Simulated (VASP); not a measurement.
# SnSe (I4/mmm) in VASP: a series of runs

Runs on SnSe. Level: LDA. Tasks: single point.

All numbers are computed with VASP 6.6.1; they aren't measurements. Logs are shortened: lines on timing, memory, paths and dates and some standing lists are left out, and cuts for length are marked.

## Step 1: The cell of the first run

It takes space group I4/mmm (No. 139, tetragonal). Conventional cell: a = 4.470 Å, b = 4.470 Å, c = 5.719 Å, α = 90.00°, β = 90.00°, γ = 90.00°. Within 3.8 Å of Sn (site symmetry 4/mmm) lie 6 Se at 2.86 to 3.16 Å. Within 3.8 Å of Se (site symmetry 4/mmm) lie 6 Sn at 2.86 to 3.16 Å.

## Step 2: Single point, LDA (strain +0.050 along x and y, -0.050 along z)

Input file INCAR:

```
SYSTEM = SnSe
ALGO = Normal
EDIFF = 1E-6
ENCUT = 520
GGA = CA
ISIF = 2
ISMEAR = 0
LASPH = .TRUE.
LCHARG = .TRUE.
LELF = .TRUE.
LREAL = .FALSE.
LVHAR = .TRUE.
LWAVE = .FALSE.
NBANDS = 17
NELM = 80
PREC = Accurate
SIGMA = 0.05
```

Input file KPOINTS:

```
k-points
0
G
  8 8 8
  0 0 0
```

Input file POSCAR:

```
SnSe
1.0
    0.0000000000      3.1605000000      2.8595000000
    3.1605000000      0.0000000000      2.8595000000
    3.1605000000      3.1605000000      0.0000000000
Sn Se
1 1
Direct
    0.0000000000      0.0000000000      0.0000000000
    0.5000000000      0.5000000000      0.5000000000
```

Potentials or basis: VASP PAW LDA potentials, release 64 (Sn_d, Se).

Command:

```sh
cat potpaw_LDA.64/Sn_d/POTCAR potpaw_LDA.64/Se/POTCAR > POTCAR
mpirun -np 1 vasp_std > vasp.out
```

OUTCAR:

```text
SYSTEM = SnSe
   EDIFF = 1E-6
   ENCUT = 520
   GGA = CA
   ISIF = 2
   ISMEAR = 0
   LASPH = .TRUE.
   LREAL = .FALSE.
   NELM = 80
   PREC = Accurate

 ion  position               nearest neighbor table
   1  0.000  0.000  0.000-   2 2.86   2 2.86   2 3.16   2 3.16   2 3.16   2 3.16
   2  0.500  0.500  0.500-   1 2.86   1 2.86   1 3.16   1 3.16   1 3.16   1 3.16

  LATTYP: Found a body centered tetragonal cell.
 ALAT       =     4.4696219639
 C/A-ratio  =     1.2795265564

  Lattice vectors:

 A1 = (   0.0000000000,  -3.1605000000,  -2.8595000000)
 A2 = (   0.0000000000,   3.1605000000,  -2.8595000000)
 A3 = (   3.1605000000,   0.0000000000,   2.8595000000)

Analysis of symmetry for initial positions (statically):
=====================================================================
 Subroutine PRICEL returns:
 Original cell was already a primitive cell.

 Routine SETGRP: Setting up the symmetry group for a
 body centered tetragonal supercell.

 Subroutine GETGRP returns: Found 16 space group operations
 (whereof 16 operations were pure point group operations)
 out of a pool of 16 trial point group operations.

The static configuration has the point symmetry D_4h.

Analysis of symmetry for dynamics (positions and initial velocities):
=====================================================================
 Subroutine PRICEL returns:
 Original cell was already a primitive cell.

 Routine SETGRP: Setting up the symmetry group for a
 body centered tetragonal supercell.

 Subroutine GETGRP returns: Found 16 space group operations
 (whereof 16 operations were pure point group operations)
 out of a pool of 16 trial point group operations.

The dynamic configuration has the point symmetry D_4h.

 Subroutine INISYM returns: Found 16 space group operations
 (whereof 16 operations are pure point group operations),
 and found     1 'primitive' translations

----------------------------------------------------------------------------------------

                                     Primitive cell

  volume of cell :      57.1257

  direct lattice vectors                    reciprocal lattice vectors
     0.000000000  3.160500000  2.859500000    -0.158202816  0.158202816  0.174855744
     3.160500000  0.000000000  2.859500000     0.158202816 -0.158202816  0.174855744
     3.160500000  3.160500000  0.000000000     0.158202816  0.158202816 -0.174855744

  length of vectors
     4.262100480  4.262100480  4.469621964     0.283955618  0.283955618  0.283955618

  position of ions in fractional coordinates (direct lattice)
     0.000000000  0.000000000  0.000000000
     0.500000000  0.500000000  0.500000000

  ion indices of the primitive-cell ions
   primitive index   ion index
                 1           1
                 2           2

----------------------------------------------------------------------------------------

 KPOINTS: k-points

Automatic generation of k-mesh.
 Grid dimensions read from file:
 generate k-points for:    8    8    8

 Generating k-lattice:

  Cartesian coordinates                     Fractional coordinates (reciprocal lattice)
    -0.019775352  0.019775352  0.021856968     0.125000000  0.000000000  0.000000000
     0.019775352 -0.019775352  0.021856968     0.000000000  0.125000000  0.000000000
     0.019775352  0.019775352 -0.021856968     0.000000000  0.000000000  0.125000000

  Length of vectors
     0.035494452  0.035494452  0.035494452

  Shift w.r.t. Gamma in fractional coordinates (k-lattice)
     0.000000000  0.000000000  0.000000000

 Subroutine IBZKPT returns following result:
 ===========================================

 Found     59 irreducible k-points:

 Following reciprocal coordinates:
            Coordinates               Weight
  0.000000  0.000000  0.000000      1.000000
  0.125000  0.000000  0.000000      8.000000
  0.250000  0.000000  0.000000      8.000000
  0.375000  0.000000  0.000000      8.000000
  0.500000  0.000000  0.000000      4.000000
  0.125000  0.125000  0.000000      2.000000
[... 16 lines left out ...]
  0.250000  0.000000  0.125000     16.000000
  0.375000  0.000000  0.125000     16.000000
 [... further k-points ...]
   k-points           NKPTS =     59   k-points in BZ     NKDIM =     59   number of bands    NBANDS=     17
   number of dos      NEDOS =    301   number of ions     NIONS =      2
   total plane-waves  NPLWV =  36864
   dimension x,y,z NGX =    32 NGY =   32 NGZ =   36
   dimension x,y,z NGXF=    64 NGYF=   64 NGZF=   72
   ions per type =               1   1
   NGX,Y,Z   is equivalent  to a cutoff of  12.48, 12.48, 13.39 a.u.
   NGXF,Y,Z  is equivalent  to a cutoff of  24.96, 24.96, 26.78 a.u.
 SYSTEM =  SnSe
   PREC   = accura    normal or accurate (medium, high low for compatibility)
   ISTART =      0    job   : 0-new  1-cont  2-samecut
   ICHARG =      2    charge: 1-file 2-atom 10-const
   ISPIN  =      1    spin polarized calculation?
   LNONCOLLINEAR =      F non collinear calculations
   LSORBIT =      F    spin-orbit coupling
   LASPH  =      T    aspherical Exc in radial PAW
   ENCUT  =  520.0 eV  38.22 Ry    6.18 a.u.   7.92  7.92  8.31*2*pi/ulx,y,z
   NELM   =     80;   NELMIN=  2; NELMDL= -5     # of ELM steps
   EDIFF  = 0.1E-05   stopping-criterion for ELM
   LREAL  =      F    real-space projection
   EDIFFG = 0.1E-04   stopping-criterion for IOM
   NSW    =      0    number of steps for IOM
   IBRION =     -1    ionic relax: 0-MD 1-quasi-New 2-CG
   NFREE  =      0    steps in history (QN), initial steepest desc. (CG)
   ISIF   =      2    stress and relaxation
   ISYM   =      2    0-nonsym 1-usesym 2-fastsym
   POTIM  = 0.5000    time-step for ionic-motion
   TEBEG  =    0.0;   TEEND  =   0.0 temperature during run
   PSTRESS=    0.0 pullay stress
   NELECT =      20.0000    total number of electrons
   NUPDOWN=      -1.0000    fix difference up-down
   EMIN   =  10.00;   EMAX   =-10.00  energy-range for DOS
   EFERMI =   0.00;   METHOD = LEGACY
   ISMEAR =     0;   SIGMA  =   0.05  broadening in eV -4-tet -1-fermi 0-gaus
   EFERMI_NEDOS =   21; number of points for ismear=-14 and -15
   IALGO  =     38    algorithm
   IMIX   =      4    mixing-type and parameters
     AMIX     =   0.40;   BMIX     =  1.00
     AMIX_MAG =   1.60;   BMIX_MAG =  1.00
  volume/ion in A,a.u.               =      28.56       192.75
  Fermi-wavevector in a.u.,A,eV,Ry     =   1.153828  2.180418 18.113684  1.331318
  Thomas-Fermi vector in A             =   2.290469
   LORBIT       =      0    0 simple, 1 ext, 2 COOP (PROOUT), +10 PAW based schemes
   GGA     = CA    functional components
   LHFCALC =     F    Hartree Fock is set to
   AEXX    =    0.0000 exact exchange contribution
   IVDW    =     0    specifies the selected vdW correction
   LEPSILON=     F    determine dielectric tensor
   LRPA    =     F    only Hartree local field effects (RPA)
 non-spin polarized calculation
 Gauss-broadening in eV      SIGMA  =   0.05
  energy-cutoff  :      520.00
  volume of cell :       57.13
 maximum number of plane-waves:      1566
   NGX = 15   NGY = 15   NGZ = 17

 number of electron      19.9999998 magnetization

 Free energy of the ion-electron system (eV)
  ---------------------------------------------------
  ext. energy  EPLUGINS =         0.00000000
  ---------------------------------------------------
  free energy    TOTEN  =        -9.28723350 eV

  energy without entropy =       -9.28723350  energy(sigma->0) =       -9.28723350

 E-fermi :   5.2103     XC(G=0):  -9.6663

 val. band max:        4.9108296650   @ k =  -0.3750   0.0000   0.1250
 cond. band min:       5.4269703612   @ k =  -0.3750   0.0000   0.1250
 fundamental gap:      0.5161406962
 Fermi energy:         5.2103327920

 k-point     1 :       0.0000    0.0000    0.0000
  band No.  band energies     occupation
      1     -16.6103      2.00000
      2     -16.6077      2.00000
      3     -16.5778      2.00000
      4     -16.5778      2.00000
      5     -16.5748      2.00000
      6      -8.6999      2.00000
[... 9 lines left out ...]
     16      11.3441      0.00000
     17      12.3129      0.00000

 k-point     2 :       0.1250    0.0000    0.0000
  band No.  band energies     occupation
      1     -16.6102      2.00000
      2     -16.6075      2.00000
      3     -16.5770      2.00000
      4     -16.5764      2.00000
      5     -16.5755      2.00000
      6      -8.5999      2.00000
[... 9 lines left out ...]
     16      11.4272      0.00000
     17      13.2067      0.00000

 k-point     3 :       0.2500    0.0000    0.0000
  band No.  band energies     occupation
      1     -16.6104      2.00000
      2     -16.6069      2.00000
      3     -16.5782      2.00000
      4     -16.5738      2.00000
      5     -16.5728      2.00000
      6      -8.3321      2.00000
[... 9 lines left out ...]
     16      12.1950      0.00000
     17      15.0177      0.00000

 k-point     4 :       0.3750    0.0000    0.0000
  band No.  band energies     occupation
      1     -16.6110      2.00000
      2     -16.6065      2.00000
      3     -16.5802      2.00000
      4     -16.5712      2.00000
      5     -16.5688      2.00000
      6      -8.0125      2.00000
[... 9 lines left out ...]
     16      13.7161      0.00000
     17      15.6797      0.00000
[... 343 lines left out ...]
      1     -16.6109      2.00000
      2     -16.6066      2.00000
      3     -16.5784      2.00000
      4     -16.5758      2.00000
      5     -16.5750      2.00000
      6      -8.5791      2.00000
[... 9 lines left out ...]
     16      12.1526      0.00000
     17      12.5445      0.00000

 k-point    23 :       0.2500    0.0000    0.1250
  band No.  band energies     occupation
      1     -16.6116      2.00000
      2     -16.6056      2.00000
      3     -16.5780      2.00000
      4     -16.5771      2.00000
      5     -16.5717      2.00000
      6      -8.3780      2.00000
[... 9 lines left out ...]
     16      12.7708      0.00000
     17      13.6623      0.00000

 k-point    24 :       0.3750    0.0000    0.1250
  band No.  band energies     occupation
      1     -16.6121      2.00000
      2     -16.6051      2.00000
      3     -16.5796      2.00000
      4     -16.5747      2.00000
      5     -16.5683      2.00000
      6      -8.0751      2.00000
[... 9 lines left out ...]
     16      13.9835      0.00000
     17      15.2433      0.00000

 [... further k-points ...]

------------------------ aborting loop because EDIFF is reached ----------------------------------------

  FORCE on cell =-STRESS in cart. coord.  units (eV):
  Direction    XX          YY          ZZ          XY          YZ          ZX
  --------------------------------------------------------------------------------------
  -------------------------------------------------------------------------------------
  Total       -2.6575895     -2.6575895      1.1581254      0.0000000      0.0000000      0.0000000
  in kB      -74.5361234    -74.5361234     32.4813812      0.0000000      0.0000000      0.0000000
  external PRESSURE =     -38.8636219 kB  Pullay stress =       0.0000000 kB

 VOLUME and BASIS-vectors are now :
 -----------------------------------------------------------------------------
  energy-cutoff  :      520.00
  volume of cell :       57.13
      direct lattice vectors                 reciprocal lattice vectors
     0.000000000  3.160500000  2.859500000    -0.158202816  0.158202816  0.174855744
     3.160500000  0.000000000  2.859500000     0.158202816 -0.158202816  0.174855744
     3.160500000  3.160500000  0.000000000     0.158202816  0.158202816 -0.174855744

 POSITION                                       TOTAL-FORCE (eV/Angst)
 -----------------------------------------------------------------------------------
      0.00000      0.00000      0.00000        -0.000000      0.000000      0.000000
      3.16050      3.16050      2.85950         0.000000     -0.000000      0.000000
 -----------------------------------------------------------------------------------
    total drift:                                0.000000     -0.000000     -0.000000

  FREE ENERGIE OF THE ION-ELECTRON SYSTEM (eV)
  ---------------------------------------------------
  free  energy   TOTEN  =        -9.2872335008 eV

  energy  without entropy=       -9.2872335008  energy(sigma->0) =       -9.28723350
```

It took 88 s on 1 thread of AMD EPYC 7R13, shared host; peak memory 0.17 GiB.

Results:

| Property | Result |
| --- | --- |
| Free energy | -9.2872 eV |
| Pressure | -3.9 GPa |
| Band gap on the k mesh | 0.52 eV |

Stress tensor (GPa, compression positive):
```
-7.45  0.00  0.00
 0.00 -7.45  0.00
 0.00  0.00  3.25
```

Levels at points of the mesh, in eV from the valence-band top:
| k point | band 7 | band 8 | band 9 | band 10 | band 11 | band 12 | band 13 | band 14 |
| --- | --- | --- | --- | --- | --- | --- | --- | --- |
| (0.00, 0.00, 0.00) | -5.25 | -2.73 | -1.72 | -1.72 | 3.34 | 3.34 | 5.74 | 5.74 |
| (0.50, 0.00, 0.00) | -7.95 | -1.87 | -1.78 | -0.11 | 0.57 | 0.97 | 1.60 | 7.99 |
| (0.50, 0.50, 0.00) | -6.24 | -5.33 | -3.57 | -3.57 | 2.93 | 4.73 | 4.73 | 6.52 |
| (0.50, 0.00, 0.50) | -5.93 | -5.12 | -3.91 | -2.79 | 3.29 | 4.05 | 5.20 | 6.46 |

Caveat: the cell differs from its parent crystal (strain +0.050 along x and y, -0.050 along z); the cell stands under tension; spin-orbit coupling is left out, which moves the levels of the heavy elements.

(Part 1 of 2 ends here.)
